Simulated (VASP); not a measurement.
# Pt (Fm-3m) in VASP: single point with PBE

Aim: the single point of Pt with PBE.

All numbers are computed with VASP 6.6.1; they aren't measurements. Logs are shortened: lines on timing, memory, paths and dates and some standing lists are left out, and cuts for length are marked.

### 1 The cell of the first run

Symmetry: Fm-3m, No. 225, cubic system. The conventional cell has a = 3.971 Å, b = 3.971 Å, c = 3.971 Å, α = 90.00°, β = 90.00°, γ = 90.00°. Pt (site symmetry m-3m) has 12 Pt at 2.81 Å within 3.7 Å.

### 2 Single point, PBE

INCAR

```
ALGO = Normal
EDIFF = 1E-7
ENCUT = 520
GGA = PE
ISIF = 2
ISMEAR = -1
LASPH = T
LCHARG = F
LREAL = F
LWAVE = F
NBANDS = 17
NELM = 60
PREC = Accurate
SIGMA = 0.08
```

KPOINTS

```
k-points
0
Gamma
  12 12 8
```

POSCAR

```
Pt
1.0
    1.9855579642      1.9855579642      0.0000000000
   -1.9855579642      1.9855579642      0.0000000000
    0.0000000000      0.0000000000      3.9711159283
Pt
2
Direct
    0.0000000000      0.0000000000      0.0000000000
    0.5000000000      0.5000000000      0.5000000000
```

Potentials or basis: VASP PAW PBE potentials, release 64 (Pt).

The run is started by

```sh
$ cat potpaw_PBE.64/Pt/POTCAR > POTCAR
$ mpirun -np 1 vasp_std > vasp.out
```

OUTCAR:

```text
EDIFF = 1E-7
   ENCUT = 520
   GGA = PE
   ISIF = 2
   ISMEAR = -1
   LASPH = T
   LREAL = F
   NELM = 60
   PREC = Accurate

 ion  position               nearest neighbor table
   1  0.000  0.000  0.000-   2 2.81   2 2.81   2 2.81   2 2.81   2 2.81   2 2.81   2 2.81   2 2.81

   2  0.500  0.500  0.500-   1 2.81   1 2.81   1 2.81   1 2.81   1 2.81   1 2.81   1 2.81   1 2.81

  LATTYP: Found a simple tetragonal cell.
 ALAT       =     2.8080030018
 C/A-ratio  =     1.4142135623

  Lattice vectors:

 A1 = (   1.9855579642,   1.9855579642,   0.0000000000)
 A2 = (  -1.9855579642,   1.9855579642,   0.0000000000)
 A3 = (   0.0000000000,   0.0000000000,   3.9711159283)

Analysis of symmetry for initial positions (statically):
=====================================================================
 Subroutine PRICEL returns following result:

  LATTYP: Found a face centered cubic cell.
 ALAT       =     3.9711159284

  Lattice vectors:

 A1 = (   0.0000000000,  -1.9855579642,  -1.9855579642)
 A2 = (   1.9855579642,   0.0000000000,  -1.9855579642)
 A3 = (   1.9855579642,  -1.9855579642,   0.0000000000)

   2 primitive cells build up your supercell.

 Routine SETGRP: Setting up the symmetry group for a
 simple tetragonal supercell.

 Subroutine GETGRP returns: Found 16 space group operations
 (whereof 16 operations were pure point group operations)
 out of a pool of 16 trial point group operations.

The static configuration has the point symmetry D_4h.

Analysis of symmetry for dynamics (positions and initial velocities):
=====================================================================
 Subroutine PRICEL returns following result:

  LATTYP: Found a face centered cubic cell.
 ALAT       =     3.9711159284

  Lattice vectors:

 A1 = (   0.0000000000,  -1.9855579642,  -1.9855579642)
 A2 = (   1.9855579642,   0.0000000000,  -1.9855579642)
 A3 = (   1.9855579642,  -1.9855579642,   0.0000000000)

   2 primitive cells build up your supercell.

 Routine SETGRP: Setting up the symmetry group for a
 simple tetragonal supercell.

 Subroutine GETGRP returns: Found 16 space group operations
 (whereof 16 operations were pure point group operations)
 out of a pool of 16 trial point group operations.

The dynamic configuration has the point symmetry D_4h.

 Subroutine INISYM returns: Found 16 space group operations
 (whereof 16 operations are pure point group operations),
 and found     2 'primitive' translations

----------------------------------------------------------------------------------------

                                     Primitive cell

  volume of cell :      15.6559

  direct lattice vectors                    reciprocal lattice vectors
     0.000000000 -1.985557964 -1.985557964    -0.251818385 -0.251818385 -0.251818385
     1.985557964  0.000000000 -1.985557964     0.251818385  0.251818385 -0.251818385
     1.985557964 -1.985557964  0.000000000     0.251818385 -0.251818385  0.251818385

  length of vectors
     2.808003002  2.808003002  2.808003002     0.436162237  0.436162237  0.436162237

  position of ions in fractional coordinates (direct lattice)
     0.000000000  0.000000000  0.000000000

  ion indices of the primitive-cell ions
   primitive index   ion index
                 1           1

----------------------------------------------------------------------------------------

 KPOINTS: k-points

Automatic generation of k-mesh.
 Grid dimensions read from file:
 generate k-points for:   12   12    8

 Generating k-lattice:

  Cartesian coordinates                     Fractional coordinates (reciprocal lattice)
     0.020984865  0.020984865  0.000000000     0.083333333  0.000000000  0.000000000
    -0.020984865  0.020984865  0.000000000     0.000000000  0.083333333  0.000000000
     0.000000000  0.000000000  0.031477298     0.000000000  0.000000000  0.125000000

  Length of vectors
     0.029677081  0.029677081  0.031477298

  Shift w.r.t. Gamma in fractional coordinates (k-lattice)
     0.000000000  0.000000000  0.000000000

 Subroutine IBZKPT returns following result:
 ===========================================

 Found    140 irreducible k-points:

 Following reciprocal coordinates:
            Coordinates               Weight
  0.000000  0.000000  0.000000      1.000000
  0.083333  0.000000  0.000000      4.000000
  0.166667  0.000000  0.000000      4.000000
  0.250000  0.000000  0.000000      4.000000
  0.333333  0.000000  0.000000      4.000000
  0.416667  0.000000  0.000000      4.000000
[... 16 lines left out ...]
  0.333333  0.333333  0.000000      4.000000
  0.416667  0.333333  0.000000      8.000000
 [... further k-points ...]
   k-points           NKPTS =    140   k-points in BZ     NKDIM =    140   number of bands    NBANDS=     17
   number of dos      NEDOS =    301   number of ions     NIONS =      2
   total plane-waves  NPLWV =  17280
   dimension x,y,z NGX =    24 NGY =   24 NGZ =   30
   dimension x,y,z NGXF=    48 NGYF=   48 NGZF=   60
   ions per type =               2
   NGX,Y,Z   is equivalent  to a cutoff of  14.21, 14.21, 12.56 a.u.
   NGXF,Y,Z  is equivalent  to a cutoff of  28.42, 28.42, 25.12 a.u.
 SYSTEM =  unknown system
   PREC   = accura    normal or accurate (medium, high low for compatibility)
   ISTART =      0    job   : 0-new  1-cont  2-samecut
   ICHARG =      2    charge: 1-file 2-atom 10-const
   ISPIN  =      1    spin polarized calculation?
   LNONCOLLINEAR =      F non collinear calculations
   LSORBIT =      F    spin-orbit coupling
   LASPH  =      T    aspherical Exc in radial PAW
   ENCUT  =  520.0 eV  38.22 Ry    6.18 a.u.   5.22  5.22  7.38*2*pi/ulx,y,z
   NELM   =     60;   NELMIN=  2; NELMDL= -5     # of ELM steps
   EDIFF  = 0.1E-06   stopping-criterion for ELM
   LREAL  =      F    real-space projection
   EDIFFG = 0.1E-05   stopping-criterion for IOM
   NSW    =      0    number of steps for IOM
   IBRION =     -1    ionic relax: 0-MD 1-quasi-New 2-CG
   NFREE  =      0    steps in history (QN), initial steepest desc. (CG)
   ISIF   =      2    stress and relaxation
   ISYM   =      2    0-nonsym 1-usesym 2-fastsym
   POTIM  = 0.5000    time-step for ionic-motion
   TEBEG  =    0.0;   TEEND  =   0.0 temperature during run
   PSTRESS=    0.0 pullay stress
   NELECT =      20.0000    total number of electrons
   NUPDOWN=      -1.0000    fix difference up-down
   EMIN   =  10.00;   EMAX   =-10.00  energy-range for DOS
   EFERMI =   0.00;   METHOD = LEGACY
   ISMEAR =    -1;   SIGMA  =   0.08  broadening in eV -4-tet -1-fermi 0-gaus
   EFERMI_NEDOS =   21; number of points for ismear=-14 and -15
   IALGO  =     38    algorithm
   IMIX   =      4    mixing-type and parameters
     AMIX     =   0.40;   BMIX     =  1.00
     AMIX_MAG =   1.60;   BMIX_MAG =  1.00
  volume/ion in A,a.u.               =      15.66       105.65
  Fermi-wavevector in a.u.,A,eV,Ry     =   1.409880  2.664288 27.045153  1.987763
  Thomas-Fermi vector in A             =   2.531891
   LORBIT       =      0    0 simple, 1 ext, 2 COOP (PROOUT), +10 PAW based schemes
   GGA     = PE    functional components
   LHFCALC =     F    Hartree Fock is set to
   AEXX    =    0.0000 exact exchange contribution
   IVDW    =     0    specifies the selected vdW correction
   LEPSILON=     F    determine dielectric tensor
   LRPA    =     F    only Hartree local field effects (RPA)
 non-spin polarized calculation
  energy-cutoff  :      520.00
  volume of cell :       31.31
 maximum number of plane-waves:       888
 NGX is ok and might be reduce to    24
   NGX = 11   NGY = 11   NGZ = 15

 number of electron      20.0000002 magnetization

 Free energy of the ion-electron system (eV)
  ---------------------------------------------------
  ext. energy  EPLUGINS =         0.00000000
  ---------------------------------------------------
  free energy    TOTEN  =       -12.23834512 eV

  energy without entropy =      -12.16267891  energy(sigma->0) =      -12.20051202

 E-fermi :  10.5735     XC(G=0): -13.2659

 val. band max:       10.5729128097   @ k =   0.4167   0.2500   0.0000
 cond. band min:      10.5750673455   @ k =   0.4167   0.4167   0.2500
 fundamental gap:      0.0021545358
 Fermi energy:        10.5735400136

 k-point     1 :       0.0000    0.0000    0.0000
  band No.  band energies     occupation
      1       0.7579      2.00000
      2       3.8882      2.00000
      3       4.3240      2.00000
      4       6.9972      2.00000
      5       6.9991      2.00000
      6       6.9991      2.00000
[... 9 lines left out ...]
     16      25.2964      0.00000
     17      30.0525      0.00000

 k-point     2 :       0.0833    0.0000    0.0000
  band No.  band energies     occupation
      1       0.9375      2.00000
      2       4.0132      2.00000
      3       4.4393      2.00000
      4       6.9119      2.00000
      5       7.0624      2.00000
      6       7.0844      2.00000
[... 9 lines left out ...]
     16      25.5681      0.00000
     17      29.2116      0.00000

 k-point     3 :       0.1667    0.0000    0.0000
  band No.  band energies     occupation
      1       1.4568      2.00000
      2       4.3060      2.00000
      3       4.8185      2.00000
      4       6.6874      2.00000
      5       7.2491      2.00000
      6       7.2880      2.00000
[... 9 lines left out ...]
     16      26.2825      0.00000
     17      27.6592      0.00000

 k-point     4 :       0.2500    0.0000    0.0000
  band No.  band energies     occupation
      1       2.2562      2.00000
      2       4.6609      2.00000
      3       5.4103      2.00000
      4       6.4147      2.00000
      5       7.4150      2.00000
      6       7.5497      2.00000
[... 9 lines left out ...]
     16      26.0698      0.00000
     17      27.0305      0.00000
[... 343 lines left out ...]
      1       4.7111      2.00000
      2       4.7111      2.00000
      3       5.0847      2.00000
      4       5.0847      2.00000
      5       7.4476      2.00000
      6       7.4476      2.00000
[... 9 lines left out ...]
     16      22.6977      0.00000
     17      24.5226      0.00000

 k-point    23 :       0.3333    0.3333    0.0000
  band No.  band energies     occupation
      1       4.1265      2.00000
      2       4.7916      2.00000
      3       4.8865      2.00000
      4       5.2033      2.00000
      5       7.7302      2.00000
      6       8.5939      2.00000
[... 9 lines left out ...]
     16      24.7507      0.00000
     17      24.7526      0.00000

 k-point    24 :       0.4167    0.3333    0.0000
  band No.  band energies     occupation
      1       4.1790      2.00000
      2       4.4808      2.00000
      3       4.6970      2.00000
      4       4.8516      2.00000
      5       8.3981      2.00000
      6       8.9966      2.00000
[... 9 lines left out ...]
     16      22.4981      0.00000
     17      23.4935      0.00000

 [... further k-points ...]
[... 5 lines left out ...]
  --------------------------------------------------------------------------------------
  -------------------------------------------------------------------------------------
  Total       -0.1018555     -0.1018555     -0.0384638      0.0000000      0.0000000     -0.0000000
  in kB       -5.2117977     -5.2117977     -1.9681365      0.0000000      0.0000000     -0.0000000
  external PRESSURE =      -4.1305773 kB  Pullay stress =       0.0000000 kB

 VOLUME and BASIS-vectors are now :
 -----------------------------------------------------------------------------
  energy-cutoff  :      520.00
  volume of cell :       31.31
      direct lattice vectors                 reciprocal lattice vectors
     1.985557964  1.985557964  0.000000000     0.251818385  0.251818385  0.000000000
    -1.985557964  1.985557964  0.000000000    -0.251818385  0.251818385  0.000000000
     0.000000000  0.000000000  3.971115928     0.000000000  0.000000000  0.251818385

 POSITION                                       TOTAL-FORCE (eV/Angst)
 -----------------------------------------------------------------------------------
      0.00000      0.00000      0.00000         0.000000      0.000000     -0.000000
      0.00000      1.98556      1.98556        -0.000000     -0.000000      0.000000
 -----------------------------------------------------------------------------------
    total drift:                               -0.000000      0.000000     -0.000000

  FREE ENERGIE OF THE ION-ELECTRON SYSTEM (eV)
  ---------------------------------------------------
  free  energy   TOTEN  =       -12.2383451244 eV

  energy  without entropy=      -12.1626789129  energy(sigma->0) =      -12.20051202
```

It took 20 s on 1 thread of Intel Xeon 6975P-C (Granite Rapids), shared host; peak memory 0.19 GiB.

What came out:

| Item | Value |
| --- | --- |
| Free energy | -12.2383 eV |
| Pressure | -0.4 GPa |
| Band gap on the k mesh | zero (band 10 reaches 11.02 eV, above the bottom of band 11 at 9.46 eV) |

Caveat: spin-orbit coupling is left out, which moves the levels of the heavy elements.
